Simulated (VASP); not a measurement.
Here is a VASP 6.6.1 calculation.

Contents of INCAR:

```
SYSTEM = C
PREC     = Accurate       ! precision mode
ENCUT    = 520            ! plane-wave cutoff, eV
EDIFF    = 1E-7           ! SCF threshold, eV
ISMEAR   = -1             ! smearing method
SIGMA    = 0.05           ! smearing width, eV
LREAL    = .FALSE.        ! projectors in reciprocal space
LASPH    = .TRUE.         ! aspherical terms in the spheres
NELM     = 80             ! most SCF steps
ALGO     = Normal         ! electronic algorithm
ISIF     = 2              ! what is computed and relaxed
LWAVE    = .FALSE.        ! write WAVECAR
LCHARG   = .FALSE.        ! write CHGCAR
GGA      = RP             ! functional
NBANDS   = 16             ! bands
```

KPOINTS

```
regular mesh
0
G
  12 12 7
  0 0 0
```

Contents of POSCAR:

```
C
1.0
    2.4546098533      0.0000000000      0.0000000000
   -1.2273049266      2.1257544893      0.0000000000
    0.0000000000      0.0000000000      4.0838966445
C
4
Direct
    0.3333333333      0.6666666667      0.0626895848
    0.6666666667      0.3333333333      0.5626895848
    0.3333333333      0.6666666667      0.4373104152
    0.6666666667      0.3333333333      0.9373104152
```

Potentials or basis: VASP PAW PBE potentials, release 64 (C).

Command:

```console
$ cat potpaw_PBE.64/C/POTCAR > POTCAR
$ mpirun -np 1 vasp_std > vasp.out
```

(1) Predict the band gap on the k mesh.

(2) Predict the largest force.

Answers

(1) 3.15 eV, indirect (least direct gap 5.07 eV).

(2) 0.109 eV/Å.

Caveat: the PAW data sets were made with another functional, which shifts forces and pressure a little.
